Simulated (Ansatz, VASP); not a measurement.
# Two plane-wave programs on Ge

```
Ge
1.0
     3.66939   -4.40961    0.00000
     3.66939    4.40961    0.00000
     0.00000    0.00000    4.66926
Ge
6
Cartesian
  3.6694 -0.9353 1.4316
  3.6694 -3.4743 1.4316
  3.6694 0.9353 3.2377
  3.6694 3.4743 3.2377
  5.5041 0.0000 0.0000
  1.8347 0.0000 0.0000
```

Alike in both runs: functional PBE; k mesh 4 × 4 × 4; occupations gaussian, width 0.1 eV; no spin polarisation.

Ansatz relaxed the structure, and its values are those at the end. VASP's run is a single point on that final structure, the one shown.

|  | VASP | Ansatz |
| --- | --- | --- |
| version | VASP 6.6.1 | Ansatz 0.2.0 |
| potentials or method | VASP PAW PBE potentials, release 64 (Ge_d), cutoff 520 eV | scalar-relativistic, plane waves, PAW |
| valence electrons in the cell | 84 | 84 |

|  | VASP | Ansatz | Ansatz less VASP |
| --- | --- | --- | --- |
| gap on the k mesh at the Fermi level (eV) | none | none | - |
| pressure (GPa) | 0.0 | 0.0 | +0.03 |
| rms of the force components (eV/Å) | 0.006 | 0.007 | +0.0009 |

A gap of «none» marks a metal or a gap that the smearing closes. With one functional, cell and mesh, what is left measures potentials, basis and numerics.
